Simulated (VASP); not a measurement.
# Sb (R-3m) in VASP: further runs

Runs on Sb. Level: LDA. Tasks: single point.

All numbers are computed with VASP 6.6.1; they aren't measurements. Logs are shortened: lines on timing, memory, paths and dates and some standing lists are left out, and cuts for length are marked.

### Step 1. The cell of the first run

It takes space group R-3m (No. 166, trigonal). The conventional cell has a = 4.291 Å, b = 4.291 Å, c = 10.976 Å, α = 90.00°, β = 90.00°, γ = 120.00°. Sb (site symmetry 3m) has 6 Sb at 2.91 to 3.27 Å within 3.8 Å.

### Step 2. Single point, LDA

File INCAR:

```
ALGO = Normal
EDIFF = 1E-7
ENCUT = 520
ISIF = 2
ISMEAR = -1
LASPH = True
LCHARG = False
LREAL = False
LWAVE = False
NBANDS = 12
NELM = 60
PREC = Accurate
SIGMA = 0.1
```

File KPOINTS:

```
k-points
0
Gamma
  10 10 10
```

File POSCAR:

```
Sb
1.0
    2.1456002536      1.2387628840      3.6587425366
   -2.1456002536      1.2387628840      3.6587425366
    0.0000000000     -2.4775257680      3.6587425366
Sb
2
Direct
    0.2359371474      0.2359371474      0.2359371474
    0.7640628526      0.7640628526      0.7640628526
```

Potentials or basis: VASP PAW LDA potentials, release 64 (Sb).

Started as:

```bash
$ cat potpaw_LDA.64/Sb/POTCAR > POTCAR
$ mpirun -np 1 vasp_std > vasp.out
```

OUTCAR:

```text
EDIFF = 1E-7
   ENCUT = 520
   ISIF = 2
   ISMEAR = -1
   LASPH = True
   LREAL = False
   NELM = 60
   PREC = Accurate

 ion  position               nearest neighbor table
   1  0.236  0.236  0.236-   2 2.91   2 2.91   2 2.91   2 3.27   2 3.27   2 3.27
   2  0.764  0.764  0.764-   1 2.91   1 2.91   1 2.91   1 3.27   1 3.27   1 3.27

  LATTYP: Found a trigonal (rhomboedric) cell.
 ALAT       =     4.4186571354
 COS(alpha) =     0.5284290848

  Lattice vectors:

 A1 = (   2.1456002536,   1.2387628840,   3.6587425366)
 A2 = (  -2.1456002536,   1.2387628840,   3.6587425366)
 A3 = (   0.0000000000,  -2.4775257680,   3.6587425366)

Analysis of symmetry for initial positions (statically):
=====================================================================
 Subroutine PRICEL returns:
 Original cell was already a primitive cell.

 Routine SETGRP: Setting up the symmetry group for a
 trigonal (rhombohedral) supercell.

 Subroutine GETGRP returns: Found 12 space group operations
 (whereof 12 operations were pure point group operations)
 out of a pool of 12 trial point group operations.

The static configuration has the point symmetry D_3d.

Analysis of symmetry for dynamics (positions and initial velocities):
=====================================================================
 Subroutine PRICEL returns:
 Original cell was already a primitive cell.

 Routine SETGRP: Setting up the symmetry group for a
 trigonal (rhombohedral) supercell.

 Subroutine GETGRP returns: Found 12 space group operations
 (whereof 12 operations were pure point group operations)
 out of a pool of 12 trial point group operations.

The dynamic configuration has the point symmetry D_3d.

 Subroutine INISYM returns: Found 12 space group operations
 (whereof 12 operations are pure point group operations),
 and found     1 'primitive' translations

----------------------------------------------------------------------------------------

                                     Primitive cell

  volume of cell :      58.3472

  direct lattice vectors                    reciprocal lattice vectors
     2.145600254  1.238762884  3.658742537     0.233035021  0.134542832  0.091105982
    -2.145600254  1.238762884  3.658742537    -0.233035021  0.134542832  0.091105982
     0.000000000 -2.477525768  3.658742537     0.000000000 -0.269085664  0.091105982

  length of vectors
     4.418657135  4.418657135  4.418657135     0.284090469  0.284090469  0.284090469

  position of ions in fractional coordinates (direct lattice)
     0.235937147  0.235937147  0.235937147
     0.764062853  0.764062853  0.764062853

  ion indices of the primitive-cell ions
   primitive index   ion index
                 1           1
                 2           2

----------------------------------------------------------------------------------------

 KPOINTS: k-points

Automatic generation of k-mesh.
 Grid dimensions read from file:
 generate k-points for:   10   10   10

 Generating k-lattice:

  Cartesian coordinates                     Fractional coordinates (reciprocal lattice)
     0.023303502  0.013454283  0.009110598     0.100000000  0.000000000  0.000000000
    -0.023303502  0.013454283  0.009110598     0.000000000  0.100000000  0.000000000
     0.000000000 -0.026908566  0.009110598     0.000000000  0.000000000  0.100000000

  Length of vectors
     0.028409047  0.028409047  0.028409047

  Shift w.r.t. Gamma in fractional coordinates (k-lattice)
     0.000000000  0.000000000  0.000000000

 Subroutine IBZKPT returns following result:
 ===========================================

 Found    116 irreducible k-points:

 Following reciprocal coordinates:
            Coordinates               Weight
  0.000000  0.000000  0.000000      1.000000
  0.100000  0.000000  0.000000      6.000000
  0.200000  0.000000  0.000000      6.000000
  0.300000  0.000000  0.000000      6.000000
  0.400000  0.000000  0.000000      6.000000
  0.500000  0.000000  0.000000      3.000000
[... 16 lines left out ...]
  0.300000  0.300000  0.000000      6.000000
  0.400000  0.300000  0.000000     12.000000
 [... further k-points ...]
   k-points           NKPTS =    116   k-points in BZ     NKDIM =    116   number of bands    NBANDS=     12
   number of dos      NEDOS =    301   number of ions     NIONS =      2
   total plane-waves  NPLWV =  46656
   dimension x,y,z NGX =    36 NGY =   36 NGZ =   36
   dimension x,y,z NGXF=    72 NGYF=   72 NGZF=   72
   ions per type =               2
   NGX,Y,Z   is equivalent  to a cutoff of  13.54, 13.54, 13.54 a.u.
   NGXF,Y,Z  is equivalent  to a cutoff of  27.09, 27.09, 27.09 a.u.
 SYSTEM =  unknown system
   PREC   = accura    normal or accurate (medium, high low for compatibility)
   ISTART =      0    job   : 0-new  1-cont  2-samecut
   ICHARG =      2    charge: 1-file 2-atom 10-const
   ISPIN  =      1    spin polarized calculation?
   LNONCOLLINEAR =      F non collinear calculations
   LSORBIT =      F    spin-orbit coupling
   LASPH  =      T    aspherical Exc in radial PAW
   ENCUT  =  520.0 eV  38.22 Ry    6.18 a.u.   8.22  8.22  8.22*2*pi/ulx,y,z
   NELM   =     60;   NELMIN=  2; NELMDL= -5     # of ELM steps
   EDIFF  = 0.1E-06   stopping-criterion for ELM
   LREAL  =      F    real-space projection
   EDIFFG = 0.1E-05   stopping-criterion for IOM
   NSW    =      0    number of steps for IOM
   IBRION =     -1    ionic relax: 0-MD 1-quasi-New 2-CG
   NFREE  =      0    steps in history (QN), initial steepest desc. (CG)
   ISIF   =      2    stress and relaxation
   ISYM   =      2    0-nonsym 1-usesym 2-fastsym
   POTIM  = 0.5000    time-step for ionic-motion
   TEBEG  =    0.0;   TEEND  =   0.0 temperature during run
   PSTRESS=    0.0 pullay stress
   NELECT =      10.0000    total number of electrons
   NUPDOWN=      -1.0000    fix difference up-down
   EMIN   =  10.00;   EMAX   =-10.00  energy-range for DOS
   EFERMI =   0.00;   METHOD = LEGACY
   ISMEAR =    -1;   SIGMA  =   0.10  broadening in eV -4-tet -1-fermi 0-gaus
   EFERMI_NEDOS =   21; number of points for ismear=-14 and -15
   IALGO  =     38    algorithm
   IMIX   =      4    mixing-type and parameters
     AMIX     =   0.40;   BMIX     =  1.00
     AMIX_MAG =   1.60;   BMIX_MAG =  1.00
  volume/ion in A,a.u.               =      29.17       196.87
  Fermi-wavevector in a.u.,A,eV,Ry     =   0.909358  1.718437 11.251088  0.826932
  Thomas-Fermi vector in A             =   2.033393
   LORBIT       =      0    0 simple, 1 ext, 2 COOP (PROOUT), +10 PAW based schemes
   GGA     = CA    functional components
   LHFCALC =     F    Hartree Fock is set to
   AEXX    =    0.0000 exact exchange contribution
   IVDW    =     0    specifies the selected vdW correction
   LEPSILON=     F    determine dielectric tensor
   LRPA    =     F    only Hartree local field effects (RPA)
 non-spin polarized calculation
  energy-cutoff  :      520.00
  volume of cell :       58.35
 maximum number of plane-waves:      1586
 NGX is ok and might be reduce to    36
   NGX = 17   NGY = 17   NGZ = 17

 number of electron      10.0000000 magnetization

 Free energy of the ion-electron system (eV)
  ---------------------------------------------------
  ext. energy  EPLUGINS =         0.00000000
  ---------------------------------------------------
  free energy    TOTEN  =        -9.63537042 eV

  energy without entropy =       -9.62346986  energy(sigma->0) =       -9.62942014

 E-fermi :   7.4808     XC(G=0):  -9.8716

 val. band max:        7.4636972599   @ k =   0.4000   0.1000   0.1000
 cond. band min:       7.4853925520   @ k =   0.5000   0.5000   0.5000
 fundamental gap:      0.0216952921
 Fermi energy:         7.4808060619

 k-point     1 :       0.0000    0.0000    0.0000
  band No.  band energies     occupation
      1      -5.3831      2.00000
      2       2.8703      2.00000
      3       5.5289      2.00000
      4       5.6885      2.00000
      5       5.6885      2.00000
      6       9.8715      0.00000
      7      10.3750      0.00000
      8      10.3750      0.00000
      9      12.4839      0.00000
     10      12.4839      0.00000
     11      12.6527      0.00000
     12      14.0662      0.00000

 k-point     2 :       0.1000    0.0000    0.0000
  band No.  band energies     occupation
      1      -5.2700      2.00000
      2       2.3162      2.00000
      3       5.5578      2.00000
      4       5.6761      2.00000
      5       5.9601      2.00000
      6       9.7365      0.00000
      7      10.0551      0.00000
      8      10.0614      0.00000
      9      12.1174      0.00000
     10      12.5100      0.00000
     11      12.5463      0.00000
     12      14.8343      0.00000

 k-point     3 :       0.2000    0.0000    0.0000
  band No.  band energies     occupation
      1      -4.9323      2.00000
      2       1.1502      2.00000
      3       5.5923      2.00000
      4       5.6584      2.00000
      5       6.4023      1.99996
      6       9.1963      0.00000
      7       9.3257      0.00000
      8       9.3579      0.00000
      9      12.1528      0.00000
     10      12.7690      0.00000
     11      13.0521      0.00000
     12      16.3559      0.00000

 k-point     4 :       0.3000    0.0000    0.0000
  band No.  band energies     occupation
      1      -4.3765      2.00000
      2      -0.1562      2.00000
      3       5.6701      2.00000
      4       5.6838      2.00000
      5       6.7159      1.99905
      6       8.4379      0.00014
      7       8.5786      0.00003
      8       8.6060      0.00003
      9      12.9246      0.00000
     10      13.6275      0.00000
     11      14.0074      0.00000
     12      18.1108      0.00000

 k-point     5 :       0.4000    0.0000    0.0000
  band No.  band energies     occupation
      1      -3.6217      2.00000
      2      -1.4080      2.00000
      3       5.7158      2.00000
      4       5.8305      2.00000
      5       6.9746      1.98741
      6       7.7622      0.11319
      7       8.0169      0.00935
      8       8.0334      0.00793
      9      14.1527      0.00000
     10      14.9354      0.00000
     11      15.2894      0.00000
     12      17.4251      0.00000
[... 228 lines left out ...]
      1      -3.5005      2.00000
      2      -1.0982      2.00000
      3       3.3954      2.00000
      4       5.8084      2.00000
      5       6.0999      2.00000
      6       8.1480      0.00253
      7       8.7576      0.00001
      8      11.5900      0.00000
      9      12.8837      0.00000
     10      14.0354      0.00000
     11      15.7041      0.00000
     12      16.9872      0.00000

 k-point    22 :      -0.2000    0.2000    0.0000
  band No.  band energies     occupation
      1      -4.1819      2.00000
      2      -0.1699      2.00000
      3       3.8421      2.00000
      4       6.5053      1.99988
      5       6.5167      1.99987
      6       7.8002      0.07878
      7       8.3087      0.00051
      8      11.3477      0.00000
      9      12.0826      0.00000
     10      13.5016      0.00000
     11      15.5979      0.00000
     12      16.1411      0.00000

 k-point    23 :       0.3000    0.3000    0.0000
  band No.  band energies     occupation
      1      -4.1339      2.00000
      2       0.4525      2.00000
      3       3.7238      2.00000
      4       4.2691      2.00000
      5       4.6623      2.00000
      6       9.5530      0.00000
      7      11.0530      0.00000
      8      11.7378      0.00000
      9      12.2031      0.00000
     10      15.0481      0.00000
     11      15.5454      0.00000
     12      16.3292      0.00000

 k-point    24 :       0.4000    0.3000    0.0000
  band No.  band energies     occupation
      1      -3.6618      2.00000
      2      -0.1178      2.00000
      3       3.1171      2.00000
      4       4.1117      2.00000
      5       4.3455      2.00000
      6       9.6866      0.00000
      7      11.6354      0.00000
      8      11.8609      0.00000
      9      12.2210      0.00000
     10      16.0830      0.00000
     11      16.5490      0.00000
     12      16.9250      0.00000

 [... further k-points ...]

------------------------ aborting loop because EDIFF is reached ----------------------------------------

  FORCE on cell =-STRESS in cart. coord.  units (eV):
  Direction    XX          YY          ZZ          XY          YZ          ZX
  --------------------------------------------------------------------------------------
  -------------------------------------------------------------------------------------
  Total        0.1287467      0.1287467      0.0794225      0.0000000      0.0000000      0.0000000
  in kB        3.5353037      3.5353037      2.1808924      0.0000000      0.0000000      0.0000000
  external PRESSURE =       3.0838333 kB  Pullay stress =       0.0000000 kB

 VOLUME and BASIS-vectors are now :
 -----------------------------------------------------------------------------
  energy-cutoff  :      520.00
  volume of cell :       58.35
      direct lattice vectors                 reciprocal lattice vectors
     2.145600254  1.238762884  3.658742537     0.233035021  0.134542832  0.091105982
    -2.145600254  1.238762884  3.658742537    -0.233035021  0.134542832  0.091105982
     0.000000000 -2.477525768  3.658742537     0.000000000 -0.269085664  0.091105982

 POSITION                                       TOTAL-FORCE (eV/Angst)
 -----------------------------------------------------------------------------------
      0.00000      0.00000      2.58970         0.000000      0.000000      0.070102
      0.00000      0.00000      8.38653         0.000000     -0.000000     -0.070102
 -----------------------------------------------------------------------------------
    total drift:                               -0.000000      0.000000     -0.000000

  FREE ENERGIE OF THE ION-ELECTRON SYSTEM (eV)
  ---------------------------------------------------
  free  energy   TOTEN  =        -9.6353704172 eV

  energy  without entropy=       -9.6234698631  energy(sigma->0) =       -9.62942014
```

It took 55 s on 1 thread of AMD EPYC 7R43 (Zen 3), shared host; peak memory 0.18 GiB.

Results:

```
Free energy            : -9.6354 eV
Pressure               : 0.3 GPa
Largest force          : 0.070 eV/Å
Band gap on the k mesh : zero (band 5 reaches 7.46 eV, above the bottom of band 6 at 7.36 eV)
```

Forces in eV/Å, atoms in the order of the input:
```
Sb   0.000  0.000  0.070
Sb   0.000  0.000 -0.070
```

Caveat: spin-orbit coupling is left out, which moves the levels of the heavy elements.

### Step 3. Single point, LDA

File INCAR:

```
SYSTEM = Sb
PREC = Accurate ; ENCUT = 520
EDIFF = 1E-7 ; ISMEAR = -1
SIGMA = 0.1 ; LREAL = .False.
LASPH = .True. ; NELM = 100
ALGO = Normal ; ISIF = 2
LWAVE = .False. ; LCHARG = .True.
GGA = CA ; LELF = .True.
LVHAR = .True. ; NBANDS = 12
```

File KPOINTS:

```
Automatic mesh
0
Gamma
  13 13 13
  0 0 0
```

POSCAR is that of step 2.

Potentials or basis: VASP PAW LDA potentials, release 64 (Sb).

Started as:

```bash
$ cat potpaw_LDA.64/Sb/POTCAR > POTCAR
$ mpirun -np 1 vasp_std > vasp.out
```

It took 1.9 min on 1 thread of AMD EPYC 7R43 (Zen 3), shared host; peak memory 0.23 GiB.

The run converged. Its results:

| Item | Value |
| --- | --- |
| Free energy | -9.6322 eV |
| Pressure | 0.3 GPa |
| Largest force | 0.092 eV/Å |
| Band gap on the k mesh | zero (band 5 reaches 7.51 eV, above the bottom of band 6 at 7.46 eV) |

Forces on the atoms (eV/Å):
```
Sb   0.000  0.000  0.092
Sb   0.000  0.000 -0.092
```

Stress tensor (GPa, compression positive):
```
0.33 0.00 0.00
0.00 0.33 0.00
0.00 0.00 0.20
```

Levels at points of the mesh, in eV from the Fermi level:
| k point | band 1 | band 2 | band 3 | band 4 | band 5 | band 6 | band 7 | band 8 | band 9 | band 10 |
| --- | --- | --- | --- | --- | --- | --- | --- | --- | --- | --- |
| (0.00, 0.00, 0.00) | -12.86 | -4.61 | -1.95 | -1.79 | -1.79 | 2.39 | 2.89 | 2.89 | 5.01 | 5.01 |

Caveat: spin-orbit coupling is left out, which moves the levels of the heavy elements.
